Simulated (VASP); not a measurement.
# Cr (Im-3m) in VASP: single point with PBE

Aim: the single point of Cr with PBE.

All numbers are computed with VASP 6.6.1; they aren't measurements. Logs are shortened: lines on timing, memory, paths and dates and some standing lists are left out, and cuts for length are marked.

### Step 1. The cell of the first run

The structure is cubic, space group Im-3m (No. 229). The conventional cell has a = 2.880 Å, b = 2.880 Å, c = 2.880 Å, α = 90.00°, β = 90.00°, γ = 90.00°. Within 3.3 Å of Cr (site symmetry m-3m) lie 14 Cr at 2.49 to 2.88 Å.

### Step 2. Single point, PBE, collinear spin, ferromagnetic start

Contents of INCAR:

```
PREC = Accurate ; ENCUT = 520
EDIFF = 1E-6 ; ISMEAR = 0
SIGMA = 0.05 ; LREAL = F
LASPH = T ; NELM = 150
ALGO = Normal ; ISIF = 2
LWAVE = F ; LCHARG = F
ISPIN = 2 ; MAGMOM = 2
LORBIT = 11 ; LMAXMIX = 4
GGA = PE ; NBANDS = 16
```

Contents of KPOINTS:

```
Automatic mesh
0
Gamma
  10 10 10
```

Contents of POSCAR:

```
Cr
1.0
   -1.4400000000      1.4400000000      1.4400000000
    1.4400000000     -1.4400000000      1.4400000000
    1.4400000000      1.4400000000     -1.4400000000
Cr
1
Direct
    0.0000000000      0.0000000000      0.0000000000
```

Potentials or basis: VASP PAW PBE potentials, release 64 (Cr_pv).

The run is started by

```
> cat potpaw_PBE.64/Cr_pv/POTCAR > POTCAR
> mpirun -np 1 vasp_std > vasp.out
```

OUTCAR:

```text
PREC = Accurate
   ENCUT = 520
   EDIFF = 1E-6
   ISMEAR = 0
   LREAL = F
   LASPH = T
   NELM = 150
   ISIF = 2
   ISPIN = 2
   LORBIT = 11
   GGA = PE

 ion  position               nearest neighbor table
   1  0.000  0.000  0.000-

  LATTYP: Found a body centered cubic cell.
 ALAT       =     2.8800000000

  Lattice vectors:

 A1 = (  -1.4400000000,   1.4400000000,   1.4400000000)
 A2 = (   1.4400000000,  -1.4400000000,   1.4400000000)
 A3 = (   1.4400000000,   1.4400000000,  -1.4400000000)

Analysis of symmetry for initial positions (statically):
=====================================================================
 Subroutine PRICEL returns:
 Original cell was already a primitive cell.

 Routine SETGRP: Setting up the symmetry group for a
 body centered cubic supercell.

 Subroutine GETGRP returns: Found 48 space group operations
 (whereof 48 operations were pure point group operations)
 out of a pool of 48 trial point group operations.

The static configuration has the point symmetry O_h .

Analysis of symmetry for dynamics (positions and initial velocities):
=====================================================================
 Subroutine PRICEL returns:
 Original cell was already a primitive cell.

 Routine SETGRP: Setting up the symmetry group for a
 body centered cubic supercell.

 Subroutine GETGRP returns: Found 48 space group operations
 (whereof 48 operations were pure point group operations)
 out of a pool of 48 trial point group operations.

The dynamic configuration has the point symmetry O_h .

Analysis of structural, dynamic, and magnetic symmetry:
=====================================================================
 Subroutine PRICEL returns:
 Original cell was already a primitive cell.

 Routine SETGRP: Setting up the symmetry group for a
 body centered cubic supercell.

 Subroutine GETGRP returns: Found 48 space group operations
 (whereof 48 operations were pure point group operations)
 out of a pool of 48 trial point group operations.

The overall configuration has the point symmetry O_h .

 Subroutine INISYM returns: Found 48 space group operations
 (whereof 48 operations are pure point group operations),
 and found     1 'primitive' translations

----------------------------------------------------------------------------------------

                                     Primitive cell

  volume of cell :      11.9439

  direct lattice vectors                    reciprocal lattice vectors
    -1.440000000  1.440000000  1.440000000     0.000000000  0.347222222  0.347222222
     1.440000000 -1.440000000  1.440000000     0.347222222  0.000000000  0.347222222
     1.440000000  1.440000000 -1.440000000     0.347222222  0.347222222  0.000000000

  length of vectors
     2.494153163  2.494153163  2.494153163     0.491046376  0.491046376  0.491046376

  position of ions in fractional coordinates (direct lattice)
     0.000000000  0.000000000  0.000000000

  ion indices of the primitive-cell ions
   primitive index   ion index
                 1           1

----------------------------------------------------------------------------------------

 KPOINTS: Automatic mesh

Automatic generation of k-mesh.
 Grid dimensions read from file:
 generate k-points for:   10   10   10

 Generating k-lattice:

  Cartesian coordinates                     Fractional coordinates (reciprocal lattice)
     0.000000000  0.034722222  0.034722222     0.100000000  0.000000000  0.000000000
     0.034722222  0.000000000  0.034722222     0.000000000  0.100000000  0.000000000
     0.034722222  0.034722222  0.000000000     0.000000000  0.000000000  0.100000000

  Length of vectors
     0.049104638  0.049104638  0.049104638

  Shift w.r.t. Gamma in fractional coordinates (k-lattice)
     0.000000000  0.000000000  0.000000000

 Subroutine IBZKPT returns following result:
 ===========================================

 Found     47 irreducible k-points:

 Following reciprocal coordinates:
            Coordinates               Weight
  0.000000  0.000000  0.000000      1.000000
  0.100000  0.000000  0.000000     12.000000
  0.200000  0.000000  0.000000     12.000000
  0.300000  0.000000  0.000000     12.000000
  0.400000  0.000000  0.000000     12.000000
  0.500000  0.000000  0.000000      6.000000
[... 16 lines left out ...]
  0.300000  0.300000  0.100000      8.000000
 -0.300000  0.300000  0.100000     24.000000
 [... further k-points ...]
   k-points           NKPTS =     47   k-points in BZ     NKDIM =     47   number of bands    NBANDS=     16
   number of dos      NEDOS =    301   number of ions     NIONS =      1
   total plane-waves  NPLWV =   8000
   dimension x,y,z NGX =    20 NGY =   20 NGZ =   20
   dimension x,y,z NGXF=    40 NGYF=   40 NGZF=   40
   ions per type =               1
   NGX,Y,Z   is equivalent  to a cutoff of  13.33, 13.33, 13.33 a.u.
   NGXF,Y,Z  is equivalent  to a cutoff of  26.66, 26.66, 26.66 a.u.
 SYSTEM =  unknown system
   PREC   = accura    normal or accurate (medium, high low for compatibility)
   ISTART =      0    job   : 0-new  1-cont  2-samecut
   ICHARG =      2    charge: 1-file 2-atom 10-const
   ISPIN  =      2    spin polarized calculation?
   LNONCOLLINEAR =      F non collinear calculations
   LSORBIT =      F    spin-orbit coupling
   LASPH  =      T    aspherical Exc in radial PAW
   ENCUT  =  520.0 eV  38.22 Ry    6.18 a.u.   4.64  4.64  4.64*2*pi/ulx,y,z
   NELM   =    150;   NELMIN=  2; NELMDL= -5     # of ELM steps
   EDIFF  = 0.1E-05   stopping-criterion for ELM
   LREAL  =      F    real-space projection
[... 7 lines left out ...]
   TEBEG  =    0.0;   TEEND  =   0.0 temperature during run
   PSTRESS=    0.0 pullay stress
   NELECT =      12.0000    total number of electrons
   NUPDOWN=      -1.0000    fix difference up-down
   EMIN   =  10.00;   EMAX   =-10.00  energy-range for DOS
   EFERMI =   0.00;   METHOD = LEGACY
   ISMEAR =     0;   SIGMA  =   0.05  broadening in eV -4-tet -1-fermi 0-gaus
   EFERMI_NEDOS =   21; number of points for ismear=-14 and -15
   IALGO  =     38    algorithm
   IMIX   =      4    mixing-type and parameters
     AMIX     =   0.40;   BMIX     =  1.00
     AMIX_MAG =   1.60;   BMIX_MAG =  1.00
  volume/ion in A,a.u.               =      11.94        80.60
  Fermi-wavevector in a.u.,A,eV,Ry     =   1.639656  3.098501 36.578882  2.688472
  Thomas-Fermi vector in A             =   2.730425
   LORBIT       =     11    0 simple, 1 ext, 2 COOP (PROOUT), +10 PAW based schemes
   GGA     = PE    functional components
   LHFCALC =     F    Hartree Fock is set to
   AEXX    =    0.0000 exact exchange contribution
   IVDW    =     0    specifies the selected vdW correction
   LEPSILON=     F    determine dielectric tensor
   LRPA    =     F    only Hartree local field effects (RPA)
 spin polarized calculation
 Gauss-broadening in eV      SIGMA  =   0.05
  energy-cutoff  :      520.00
  volume of cell :       11.94
 maximum number of plane-waves:       335
   NGX =  9   NGY =  9   NGZ =  9

 number of electron      11.9999992 magnetization       0.0001058

 number of electron      11.9999992 magnetization      -0.0000209

 Free energy of the ion-electron system (eV)
  ---------------------------------------------------
  ext. energy  EPLUGINS =         0.00000000
  ---------------------------------------------------
  free energy    TOTEN  =        -9.49710661 eV

  energy without entropy =       -9.49602579  energy(sigma->0) =       -9.49656620

 E-fermi :  10.5178     XC(G=0): -13.4850

 val. band max:       10.4974804995   @ k =   0.4000   0.0000   0.0000
 cond. band min:      10.5635811098   @ k =  -0.3000   0.3000   0.3000
 fundamental gap:      0.0661006103
 Fermi energy:        10.5177584985

 spin component 1

 k-point     1 :       0.0000    0.0000    0.0000
  band No.  band energies     occupation
      1     -32.3042      1.00000
      2     -32.3042      1.00000
      3     -32.3042      1.00000
      4       2.7666      1.00000
      5       9.6059      1.00000
      6       9.6059      1.00000
[... 8 lines left out ...]
     15      39.7179      0.00000
     16      43.9659      0.00000

 k-point     2 :       0.1000    0.0000    0.0000
  band No.  band energies     occupation
      1     -32.3858      1.00000
      2     -32.3295      1.00000
      3     -32.3047      1.00000
      4       3.1874      1.00000
      5       9.4493      1.00000
      6       9.5719      1.00000
[... 8 lines left out ...]
     15      40.3105      0.00000
     16      40.7879      0.00000

 k-point     3 :       0.2000    0.0000    0.0000
  band No.  band energies     occupation
      1     -32.5961      1.00000
      2     -32.3952      1.00000
      3     -32.3058      1.00000
      4       4.3254      1.00000
      5       9.0577      1.00000
      6       9.3891      1.00000
[... 8 lines left out ...]
     15      38.7977      0.00000
     16      38.8318      0.00000

 k-point     4 :       0.3000    0.0000    0.0000
  band No.  band energies     occupation
      1     -32.8497      1.00000
      2     -32.4758      1.00000
      3     -32.3073      1.00000
      4       5.6481      1.00000
      5       8.6057      1.00000
      6       9.3958      1.00000
[... 8 lines left out ...]
     15      38.2246      0.00000
     16      41.0366      0.00000
[... 324 lines left out ...]
 k-point    22 :      -0.2000    0.2000    0.1000
  band No.  band energies     occupation
      1     -32.5971      1.00000
      2     -32.4221      1.00000
      3     -32.3687      1.00000
      4       4.6876      1.00000
      5       9.3110      1.00000
      6       9.4570      1.00000
[... 8 lines left out ...]
     15      38.6589      0.00000
     16      39.4659      0.00000

 k-point    23 :       0.3000    0.3000    0.1000
  band No.  band energies     occupation
      1     -32.8206      1.00000
      2     -32.8206      1.00000
      3     -32.4765      1.00000
      4       7.6857      1.00000
      5       8.4894      1.00000
      6       8.4894      1.00000
[... 8 lines left out ...]
     15      40.6866      0.00000
     16      48.0259      0.00000

 k-point    24 :      -0.3000    0.3000    0.1000
  band No.  band energies     occupation
      1     -32.8380      1.00000
      2     -32.5040      1.00000
      3     -32.3673      1.00000
      4       5.9614      1.00000
      5       8.8965      1.00000
      6       9.1651      1.00000
[... 8 lines left out ...]
     15      37.3371      0.00000
     16      39.7837      0.00000

 [... further k-points ...]

 spin component 2

 k-point     1 :       0.0000    0.0000    0.0000
  band No.  band energies     occupation
      1     -32.3043      1.00000
      2     -32.3043      1.00000
      3     -32.3043      1.00000
      4       2.7666      1.00000
      5       9.6058      1.00000
      6       9.6058      1.00000
[... 8 lines left out ...]
     15      39.7179      0.00000
     16      43.9658      0.00000

 k-point     2 :       0.1000    0.0000    0.0000
  band No.  band energies     occupation
      1     -32.3859      1.00000
      2     -32.3295      1.00000
      3     -32.3047      1.00000
      4       3.1874      1.00000
      5       9.4493      1.00000
      6       9.5719      1.00000
[... 8 lines left out ...]
     15      40.3105      0.00000
     16      40.7879      0.00000

 k-point     3 :       0.2000    0.0000    0.0000
  band No.  band energies     occupation
      1     -32.5962      1.00000
      2     -32.3953      1.00000
      3     -32.3059      1.00000
      4       4.3254      1.00000
      5       9.0577      1.00000
      6       9.3891      1.00000
[... 8 lines left out ...]
     15      38.7977      0.00000
     16      38.8318      0.00000

 k-point     4 :       0.3000    0.0000    0.0000
  band No.  band energies     occupation
      1     -32.8497      1.00000
      2     -32.4758      1.00000
      3     -32.3074      1.00000
      4       5.6481      1.00000
      5       8.6057      1.00000
      6       9.3957      1.00000
[... 8 lines left out ...]
     15      38.2245      0.00000
     16      41.0366      0.00000
[... 324 lines left out ...]
 k-point    22 :      -0.2000    0.2000    0.1000
  band No.  band energies     occupation
      1     -32.5971      1.00000
      2     -32.4221      1.00000
      3     -32.3688      1.00000
      4       4.6876      1.00000
      5       9.3110      1.00000
      6       9.4569      1.00000
[... 8 lines left out ...]
     15      38.6589      0.00000
     16      39.4659      0.00000

 k-point    23 :       0.3000    0.3000    0.1000
  band No.  band energies     occupation
      1     -32.8206      1.00000
      2     -32.8206      1.00000
      3     -32.4766      1.00000
      4       7.6857      1.00000
      5       8.4894      1.00000
      6       8.4894      1.00000
[... 8 lines left out ...]
     15      40.6866      0.00000
     16      48.0259      0.00000

 k-point    24 :      -0.3000    0.3000    0.1000
  band No.  band energies     occupation
      1     -32.8380      1.00000
      2     -32.5041      1.00000
      3     -32.3674      1.00000
      4       5.9614      1.00000
      5       8.8964      1.00000
      6       9.1651      1.00000
[... 8 lines left out ...]
     15      37.3370      0.00000
     16      39.7837      0.00000

 [... further k-points ...]

------------------------ aborting loop because EDIFF is reached ----------------------------------------

  FORCE on cell =-STRESS in cart. coord.  units (eV):
  Direction    XX          YY          ZZ          XY          YZ          ZX
  --------------------------------------------------------------------------------------
  -------------------------------------------------------------------------------------
  Total       -0.6023207     -0.6023207     -0.6023207      0.0000000     -0.0000000      0.0000000
  in kB      -80.7961958    -80.7961958    -80.7961958      0.0000000     -0.0000000      0.0000000
  external PRESSURE =     -80.7961958 kB  Pullay stress =       0.0000000 kB

 VOLUME and BASIS-vectors are now :
 -----------------------------------------------------------------------------
  energy-cutoff  :      520.00
  volume of cell :       11.94
      direct lattice vectors                 reciprocal lattice vectors
    -1.440000000  1.440000000  1.440000000     0.000000000  0.347222222  0.347222222
     1.440000000 -1.440000000  1.440000000     0.347222222  0.000000000  0.347222222
     1.440000000  1.440000000 -1.440000000     0.347222222  0.347222222  0.000000000

 POSITION                                       TOTAL-FORCE (eV/Angst)
 -----------------------------------------------------------------------------------
      0.00000      0.00000      0.00000        -0.000000      0.000000      0.000000
 -----------------------------------------------------------------------------------
    total drift:                                0.000000     -0.000000      0.000000

  FREE ENERGIE OF THE ION-ELECTRON SYSTEM (eV)
  ---------------------------------------------------
  free  energy   TOTEN  =        -9.4971066064 eV

  energy  without entropy=       -9.4960257916  energy(sigma->0) =       -9.49656620

 total charge

# of ion       s       p       d       tot
------------------------------------------
    1        0.428   6.392   4.162  10.983

 magnetization (x)

# of ion       s       p       d       tot
------------------------------------------
    1       -0.000  -0.000  -0.000  -0.000
```

It took 37 s on 1 thread of Intel Xeon 8259CL, shared host; peak memory 0.14 GiB.

What came out:

| Item | Value |
| --- | --- |
| Free energy | -9.4971 eV |
| Pressure | -8.1 GPa |
| Band gap on the k mesh | zero (filled and empty bands overlap) |
| Net moment | 0.00 μB per cell |
| Valence electrons inside the program's atomic spheres | Cr 10.98 |

Levels at points of the mesh, in eV from the Fermi level:
Spin up:
```
           k point  band 2  band 3  band 4  band 5  band 6  band 7  band 8  band 9  band 10  band 11
(0.00, 0.00, 0.00)  -42.82  -42.82   -7.75   -0.91   -0.91   -0.91    1.05    1.05     7.02    22.03
(0.50, 0.00, 0.00)  -43.08  -42.83   -4.30   -2.38    1.02    1.04    1.37    2.65     7.01     9.49
(0.50, 0.50, 0.50)  -43.39  -43.39   -4.14   -4.14    2.28    2.28    2.28    7.02    10.29    10.29
```
Spin down:
```
           k point  band 4  band 5  band 6  band 7  band 8  band 9
(0.00, 0.00, 0.00)   -7.75   -0.91   -0.91   -0.91    1.05    1.05
(0.50, 0.00, 0.00)   -4.30   -2.38    1.02    1.04    1.37    2.65
(0.50, 0.50, 0.50)   -4.14   -4.14    2.28    2.28    2.28    7.02
```

Caveat: the starting moments collapsed, and a magnetic state may lie lower.
